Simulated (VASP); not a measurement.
# Tl (Im-3m) in VASP: further runs, part 2 of 2

VASP 6.6.1. The steps go on from the part before.

## 3. Single point, RPBE (volume scaled by 1.04)

Input file INCAR:

```
PREC = Accurate
ENCUT = 520
EDIFF = 1E-6
ISMEAR = -1
SIGMA = 0.1
LREAL = False
LASPH = True
NELM = 60
ALGO = Normal
ISIF = 2
LWAVE = False
LCHARG = True
GGA = RP
LELF = True
LVHAR = True
NBANDS = 12
```

Input file KPOINTS:

```
Automatic mesh
0
Gamma
  12 12 12
```

Input file POSCAR:

```
Tl
1.0
   -2.0640846721      2.0640846721      2.0640846721
    2.0640846721     -2.0640846721      2.0640846721
    2.0640846721      2.0640846721     -2.0640846721
Tl
1
Direct
    0.0000000000      0.0000000000      0.0000000000
```

Potentials or basis: VASP PAW PBE potentials, release 64 (Tl_d).

Run with:

```sh
cat potpaw_PBE.64/Tl_d/POTCAR > POTCAR
mpirun -np 1 vasp_std > vasp.out
```

OUTCAR:

```text
PREC = Accurate
   ENCUT = 520
   EDIFF = 1E-6
   ISMEAR = -1
   LREAL = False
   LASPH = True
   NELM = 60
   ISIF = 2
   GGA = RP

 ion  position               nearest neighbor table
   1  0.000  0.000  0.000-

  LATTYP: Found a body centered cubic cell.
 ALAT       =     4.1281693442

  Lattice vectors:

 A1 = (  -2.0640846721,   2.0640846721,   2.0640846721)
 A2 = (   2.0640846721,  -2.0640846721,   2.0640846721)
 A3 = (   2.0640846721,   2.0640846721,  -2.0640846721)

Analysis of symmetry for initial positions (statically):
=====================================================================
 Subroutine PRICEL returns:
 Original cell was already a primitive cell.

 Routine SETGRP: Setting up the symmetry group for a
 body centered cubic supercell.

 Subroutine GETGRP returns: Found 48 space group operations
 (whereof 48 operations were pure point group operations)
 out of a pool of 48 trial point group operations.

The static configuration has the point symmetry O_h .

Analysis of symmetry for dynamics (positions and initial velocities):
=====================================================================
 Subroutine PRICEL returns:
 Original cell was already a primitive cell.

 Routine SETGRP: Setting up the symmetry group for a
 body centered cubic supercell.

 Subroutine GETGRP returns: Found 48 space group operations
 (whereof 48 operations were pure point group operations)
 out of a pool of 48 trial point group operations.

The dynamic configuration has the point symmetry O_h .

 Subroutine INISYM returns: Found 48 space group operations
 (whereof 48 operations are pure point group operations),
 and found     1 'primitive' translations

----------------------------------------------------------------------------------------

                                     Primitive cell

  volume of cell :      35.1757

  direct lattice vectors                    reciprocal lattice vectors
    -2.064084672  2.064084672  2.064084672     0.000000000  0.242238125  0.242238125
     2.064084672 -2.064084672  2.064084672     0.242238125  0.000000000  0.242238125
     2.064084672  2.064084672 -2.064084672     0.242238125  0.242238125  0.000000000

  length of vectors
     3.575099523  3.575099523  3.575099523     0.342576441  0.342576441  0.342576441

  position of ions in fractional coordinates (direct lattice)
     0.000000000  0.000000000  0.000000000

  ion indices of the primitive-cell ions
   primitive index   ion index
                 1           1

----------------------------------------------------------------------------------------

 KPOINTS: Automatic mesh

Automatic generation of k-mesh.
 Grid dimensions read from file:
 generate k-points for:   12   12   12

 Generating k-lattice:

  Cartesian coordinates                     Fractional coordinates (reciprocal lattice)
     0.000000000  0.020186510  0.020186510     0.083333333  0.000000000  0.000000000
     0.020186510  0.000000000  0.020186510     0.000000000  0.083333333  0.000000000
     0.020186510  0.020186510  0.000000000     0.000000000  0.000000000  0.083333333

  Length of vectors
     0.028548037  0.028548037  0.028548037

  Shift w.r.t. Gamma in fractional coordinates (k-lattice)
     0.000000000  0.000000000  0.000000000

 Subroutine IBZKPT returns following result:
 ===========================================

 Found     72 irreducible k-points:

 Following reciprocal coordinates:
            Coordinates               Weight
  0.000000  0.000000  0.000000      1.000000
  0.083333  0.000000  0.000000     12.000000
  0.166667  0.000000  0.000000     12.000000
  0.250000  0.000000  0.000000     12.000000
  0.333333  0.000000  0.000000     12.000000
  0.416667  0.000000  0.000000     12.000000
[... 16 lines left out ...]
  0.333333  0.083333  0.083333     24.000000
  0.416667  0.083333  0.083333     12.000000
 [... further k-points ...]
   k-points           NKPTS =     72   k-points in BZ     NKDIM =     72   number of bands    NBANDS=     12
   number of dos      NEDOS =    301   number of ions     NIONS =      1
   total plane-waves  NPLWV =  21952
   dimension x,y,z NGX =    28 NGY =   28 NGZ =   28
   dimension x,y,z NGXF=    56 NGYF=   56 NGZF=   56
   ions per type =               1
   NGX,Y,Z   is equivalent  to a cutoff of  13.02, 13.02, 13.02 a.u.
   NGXF,Y,Z  is equivalent  to a cutoff of  26.04, 26.04, 26.04 a.u.
 SYSTEM =  unknown system
   PREC   = accura    normal or accurate (medium, high low for compatibility)
   ISTART =      0    job   : 0-new  1-cont  2-samecut
   ICHARG =      2    charge: 1-file 2-atom 10-const
   ISPIN  =      1    spin polarized calculation?
   LNONCOLLINEAR =      F non collinear calculations
   LSORBIT =      F    spin-orbit coupling
   LASPH  =      T    aspherical Exc in radial PAW
   ENCUT  =  520.0 eV  38.22 Ry    6.18 a.u.   6.65  6.65  6.65*2*pi/ulx,y,z
   NELM   =     60;   NELMIN=  2; NELMDL= -5     # of ELM steps
   EDIFF  = 0.1E-05   stopping-criterion for ELM
   LREAL  =      F    real-space projection
   EDIFFG = 0.1E-04   stopping-criterion for IOM
   NSW    =      0    number of steps for IOM
   IBRION =     -1    ionic relax: 0-MD 1-quasi-New 2-CG
   NFREE  =      0    steps in history (QN), initial steepest desc. (CG)
   ISIF   =      2    stress and relaxation
   ISYM   =      2    0-nonsym 1-usesym 2-fastsym
   POTIM  = 0.5000    time-step for ionic-motion
   TEBEG  =    0.0;   TEEND  =   0.0 temperature during run
   PSTRESS=    0.0 pullay stress
   NELECT =      13.0000    total number of electrons
   NUPDOWN=      -1.0000    fix difference up-down
   EMIN   =  10.00;   EMAX   =-10.00  energy-range for DOS
   EFERMI =   0.00;   METHOD = LEGACY
   ISMEAR =    -1;   SIGMA  =   0.10  broadening in eV -4-tet -1-fermi 0-gaus
   EFERMI_NEDOS =   21; number of points for ismear=-14 and -15
   IALGO  =     38    algorithm
   IMIX   =      4    mixing-type and parameters
     AMIX     =   0.40;   BMIX     =  1.00
     AMIX_MAG =   1.60;   BMIX_MAG =  1.00
  volume/ion in A,a.u.               =      35.18       237.38
  Fermi-wavevector in a.u.,A,eV,Ry     =   1.174830  2.220107 18.779115  1.380226
  Thomas-Fermi vector in A             =   2.311221
   LORBIT       =      0    0 simple, 1 ext, 2 COOP (PROOUT), +10 PAW based schemes
   GGA     = RP    functional components
   LHFCALC =     F    Hartree Fock is set to
   AEXX    =    0.0000 exact exchange contribution
   IVDW    =     0    specifies the selected vdW correction
   LEPSILON=     F    determine dielectric tensor
   LRPA    =     F    only Hartree local field effects (RPA)
 non-spin polarized calculation
  energy-cutoff  :      520.00
  volume of cell :       35.18
 maximum number of plane-waves:       968
   NGX = 13   NGY = 13   NGZ = 13

 number of electron      13.0000003 magnetization

 Free energy of the ion-electron system (eV)
  ---------------------------------------------------
  ext. energy  EPLUGINS =         0.00000000
  ---------------------------------------------------
  free energy    TOTEN  =        -1.83695042 eV

  energy without entropy =       -1.81379025  energy(sigma->0) =       -1.82537034

 E-fermi :   4.7986     XC(G=0):  -9.0562

 val. band max:        4.7855864246   @ k =  -0.3333   0.4167   0.0833
 cond. band min:       4.8092473506   @ k =  -0.4167   0.4167   0.2500
 fundamental gap:      0.0236609260
 Fermi energy:         4.7986233108

 k-point     1 :       0.0000    0.0000    0.0000
  band No.  band energies     occupation
      1      -6.7492      2.00000
      2      -6.7492      2.00000
      3      -6.7492      2.00000
      4      -6.4940      2.00000
      5      -6.4940      2.00000
      6      -4.0045      2.00000
      7      13.6039      0.00000
      8      13.6039      0.00000
      9      13.6039      0.00000
     10      16.5615      0.00000
     11      16.5615      0.00000
     12      16.5615      0.00000
[... 331 lines left out ...]
 k-point    24 :       0.4167    0.0833    0.0833
  band No.  band energies     occupation
      1      -6.8303      2.00000
      2      -6.7609      2.00000
      3      -6.5056      2.00000
      4      -6.4962      2.00000
      5      -6.3820      2.00000
      6      -0.2244      2.00000
      7       3.1406      2.00000
      8       8.2200      0.00000
      9       9.7117      0.00000
     10      15.4936      0.00000
     11      16.5874      0.00000
     12      19.6749      0.00000

 [... further k-points ...]

------------------------ aborting loop because EDIFF is reached ----------------------------------------

  FORCE on cell =-STRESS in cart. coord.  units (eV):
  Direction    XX          YY          ZZ          XY          YZ          ZX
  --------------------------------------------------------------------------------------
  -------------------------------------------------------------------------------------
  Total       -0.1663423     -0.1663423     -0.1663423     -0.0000000     -0.0000000     -0.0000000
  in kB       -7.5765365     -7.5765365     -7.5765365     -0.0000000     -0.0000000     -0.0000000
  external PRESSURE =      -7.5765365 kB  Pullay stress =       0.0000000 kB

 VOLUME and BASIS-vectors are now :
 -----------------------------------------------------------------------------
  energy-cutoff  :      520.00
  volume of cell :       35.18
      direct lattice vectors                 reciprocal lattice vectors
    -2.064084672  2.064084672  2.064084672     0.000000000  0.242238125  0.242238125
     2.064084672 -2.064084672  2.064084672     0.242238125  0.000000000  0.242238125
     2.064084672  2.064084672 -2.064084672     0.242238125  0.242238125  0.000000000

 POSITION                                       TOTAL-FORCE (eV/Angst)
 -----------------------------------------------------------------------------------
      0.00000      0.00000      0.00000         0.000000      0.000000      0.000000
 -----------------------------------------------------------------------------------
    total drift:                               -0.000000     -0.000000     -0.000000

  FREE ENERGIE OF THE ION-ELECTRON SYSTEM (eV)
  ---------------------------------------------------
  free  energy   TOTEN  =        -1.8369504187 eV

  energy  without entropy=       -1.8137902548  energy(sigma->0) =       -1.82537034
```

OSZICAR:

```text
N       E                     dE             d eps       ncg     rms          rms(c)
DAV:   1     0.516508118261E+02    0.51651E+02   -0.65535E+03  1824   0.912E+02
DAV:   2    -0.119932304307E+01   -0.52850E+02   -0.51766E+02  1956   0.208E+02
DAV:   3    -0.184192009041E+01   -0.64260E+00   -0.64204E+00  2048   0.207E+01
DAV:   4    -0.184515541419E+01   -0.32353E-02   -0.32352E-02  1992   0.172E+00
DAV:   5    -0.184520095175E+01   -0.45538E-04   -0.45537E-04  2008   0.198E-01    0.119E+00
DAV:   6    -0.183760806399E+01    0.75929E-02   -0.13907E-02  1940   0.105E+00    0.878E-01
DAV:   7    -0.183679221544E+01    0.81585E-03   -0.58626E-03  1952   0.677E-01    0.366E-01
DAV:   8    -0.183693266038E+01   -0.14044E-03   -0.39562E-04  1892   0.169E-01    0.246E-02
DAV:   9    -0.183694796870E+01   -0.15308E-04   -0.16616E-05  1968   0.319E-02    0.817E-03
DAV:  10    -0.183695028471E+01   -0.23160E-05   -0.20808E-06  1940   0.120E-02    0.682E-04
DAV:  11    -0.183695041867E+01   -0.13396E-06   -0.59472E-08  1028   0.150E-03
   1 F= -.18369504E+01 E0= -.18253703E+01  d E =-.231602E-01
```

It took 9.8 s on 1 thread of Intel Xeon 6975P-C (Granite Rapids), shared host; peak memory 0.17 GiB.

What came out:

```yaml
Free_energy: -1.8370 eV
Pressure: -0.8 GPa
```

Caveat: the cell differs from its parent crystal (volume scaled by 1.04); the PAW data sets were made with another functional, which shifts forces and pressure a little; spin-orbit coupling is left out, which moves the levels of the heavy elements.

## 4. Single point, RPBE (volume scaled by 1.08)

Input file INCAR:

```
SYSTEM = Tl
ALGO = Normal
EDIFF = 1E-6
ENCUT = 520
GGA = RP
ISIF = 2
ISMEAR = -1
LASPH = .TRUE.
LCHARG = .FALSE.
LREAL = .FALSE.
LWAVE = .FALSE.
NBANDS = 12
NELM = 60
PREC = Accurate
SIGMA = 0.1
```

Input file KPOINTS:

```
k-points
0
G
  12 12 12
  0 0 0
```

Input file POSCAR:

```
Tl
1.0
   -2.0902151002      2.0902151002      2.0902151002
    2.0902151002     -2.0902151002      2.0902151002
    2.0902151002      2.0902151002     -2.0902151002
Tl
1
Direct
    0.0000000000      0.0000000000      0.0000000000
```

Run with:

```sh
cat potpaw_PBE.64/Tl_d/POTCAR > POTCAR
mpirun -np 1 vasp_std > vasp.out
```

Run time: 9.4 s. Hardware: 1 thread of Intel Xeon 6975P-C (Granite Rapids), shared host; peak memory 0.17 GiB.

The run converged. Its results:

* Free energy: -1.8289 eV
* Pressure: -1.3 GPa

Levels at points of the mesh, in eV from the Fermi level:
```csv
k point,band 4,band 5,band 6,band 7,band 8,band 9
"(0.00, 0.00, 0.00)",-11.31,-11.31,-8.62,8.46,8.46,8.46
"(0.50, 0.00, 0.00)",-11.31,-11.16,-5.18,-1.89,4.83,6.25
"(0.50, 0.50, 0.50)",-11.20,-11.20,-2.87,1.42,1.42,1.42
```

Caveat: the cell differs from its parent crystal (volume scaled by 1.08); the PAW data sets were made with another functional, which shifts forces and pressure a little; spin-orbit coupling is left out, which moves the levels of the heavy elements.

## 5. Single point, RPBE (volume scaled by 1.12)

Input file INCAR:

```
PREC     = Accurate       # precision mode
ENCUT    = 520            # plane-wave cutoff, eV
EDIFF    = 1E-7           # SCF threshold, eV
ISMEAR   = -1             # smearing method
SIGMA    = 0.1            # smearing width, eV
LREAL    = False          # projectors in reciprocal space
LASPH    = True           # aspherical terms in the spheres
NELM     = 60             # most SCF steps
ALGO     = Normal         # electronic algorithm
ISIF     = 2              # what is computed and relaxed
LWAVE    = False          # write WAVECAR
LCHARG   = True           # write CHGCAR
GGA      = RP             # functional
LELF     = True           # ELF
LVHAR    = True         
NBANDS   = 12             # bands
```

Input file KPOINTS:

```
Automatic mesh
0
Gamma
  12 12 12
```

Input file POSCAR:

```
Tl
1.0
   -2.1157080407      2.1157080407      2.1157080407
    2.1157080407     -2.1157080407      2.1157080407
    2.1157080407      2.1157080407     -2.1157080407
Tl
1
Direct
    0.0000000000      0.0000000000      0.0000000000
```

Run with:

```sh
cat potpaw_PBE.64/Tl_d/POTCAR > POTCAR
mpirun -np 1 vasp_std > vasp.out
```

Run time: 11 s. Hardware: 1 thread of Intel Xeon 6975P-C (Granite Rapids), shared host; peak memory 0.17 GiB.

Results (log left out):

```
Free energy : -1.8169 eV
Pressure    : -1.7 GPa
```

Levels at points of the mesh, in eV from the Fermi level:
```tsv
k point	band 3	band 4	band 5	band 6	band 7	band 8	band 9	band 10
(0.00, 0.00, 0.00)	-11.54	-11.33	-11.33	-8.46	8.13	8.13	8.13	11.20
(0.50, 0.00, 0.00)	-11.34	-11.34	-11.20	-5.22	-1.80	4.67	6.09	8.06
(0.50, 0.50, 0.50)	-11.23	-11.23	-11.23	-3.04	1.40	1.40	1.40	5.65
```

Caveat: the cell differs from its parent crystal (volume scaled by 1.12); the PAW data sets were made with another functional, which shifts forces and pressure a little; spin-orbit coupling is left out, which moves the levels of the heavy elements.

## 6. Relaxation of cell and atoms, RPBE

This run uses another cell than the first one, of 28.04 Å³/atom, 0.901 times its volume.

Input file INCAR:

```
SYSTEM = Tl
  PREC = Accurate
  ENCUT = 600
  EDIFF = 1E-7
  ISMEAR = -1
  SIGMA = 0.1
  LREAL = .FALSE.
  LASPH = .TRUE.
  NELM = 60
  ALGO = Normal
  ISIF = 3
  LWAVE = .FALSE.
  LCHARG = .FALSE.
  GGA = RP
  IBRION = 2
  NSW = 80
  EDIFFG = -0.01
```

Input file KPOINTS:

```
regular mesh
0
G
  12 12 12
  0 0 0
```

Input file POSCAR:

```
Tl
1.0
   -1.9137783729      1.9137783729      1.9137783729
    1.9137783729     -1.9137783729      1.9137783729
    1.9137783729      1.9137783729     -1.9137783729
Tl
1
Direct
    0.0000000000      0.0000000000      0.0000000000
```

Potentials or basis: VASP PAW PBE potentials, release 64 (Tl_d).

Run with:

```sh
cat potpaw_PBE.64/Tl_d/POTCAR > POTCAR
mpirun -np 1 vasp_std > vasp.out
```

Run time: 25 s. Hardware: 1 thread of Intel Xeon 6975P-C (Granite Rapids), shared host; peak memory 0.17 GiB.

The run converged. Its results:

```yaml
Free_energy: -1.8380 eV
Relaxed_volume: 33.71 Å³/atom
Relaxed_cell: a = 3.525 Å, b = 3.525 Å, c = 3.525 Å, α = 109.47°, β = 109.47°, γ = 109.47°
Space_group_after_relaxing_to_0.05_Å: Im-3m (No. 229)
Energy_gained_by_relaxing: 87.7 meV/atom
Ionic_steps: 4
Pressure_after_relaxing: 0.0 GPa
```

The path:
```tsv
step	energy change (eV)	largest force (eV/Å)	pressure (GPa)	volume (Å³)
1	0.0000	0.0000	6.07	28.04
2	-0.0852	0.0000	0.74	32.57
3	-0.0875	0.0000	-0.17	33.99
4	-0.0877	0.0000	-0.01	33.71
```

Final structure:
```
CELL_PARAMETERS angstrom
-2.03510 2.03510 2.03510
2.03510 -2.03510 2.03510
2.03510 2.03510 -2.03510
ATOMIC_POSITIONS crystal
Tl 0.00000 0.00000 0.00000
```

Levels at points of the mesh, in eV from the Fermi level:
| k point | band 4 | band 5 | band 6 | band 7 | band 8 | band 9 |
| --- | --- | --- | --- | --- | --- | --- |
| (0.00, 0.00, 0.00) | -11.28 | -11.28 | -9.02 | 9.21 | 9.21 | 9.21 |
| (0.50, 0.00, 0.00) | -11.28 | -11.09 | -5.11 | -2.12 | 5.17 | 6.59 |
| (0.50, 0.50, 0.50) | -11.14 | -11.14 | -2.46 | 1.46 | 1.46 | 1.46 |

Caveat: the volume moved by over 15 % at a fixed basis, so the end points are rough; the PAW data sets were made with another functional, which shifts forces and pressure a little; spin-orbit coupling is left out, which moves the levels of the heavy elements.

## 7. The runs side by side

```tsv
task	cell	cutoff (eV)	gap on the mesh (eV)	pressure (GPa)
single point	a = 3.432 Å, angles 109.5°, 1 atom	520	none	1.9
single point	a = 3.575 Å, angles 109.5°, 1 atom	520	none	-0.8
single point	a = 3.620 Å, angles 109.5°, 1 atom	520	none	-1.3
single point	a = 3.665 Å, angles 109.5°, 1 atom	520	none	-1.7
relaxation of cell and atoms	relaxed from a = 3.315 Å, angles 109.5°, 1 atom	600	none	0.0
```

Alike in all rows: level RPBE; potentials or basis VASP PAW PBE potentials, release 64 (Tl_d); no spin polarisation; k mesh 12 × 12 × 12; smearing fermi-dirac 0.1 eV.

Caveats: the PAW data sets were made with another functional, which shifts forces and pressure a little; spin-orbit coupling is left out, which moves the levels of the heavy elements; the volume moved by over 15 % at a fixed basis, so the end points are rough (some runs).

Absolute energies hang on the potentials; compare differences alone.
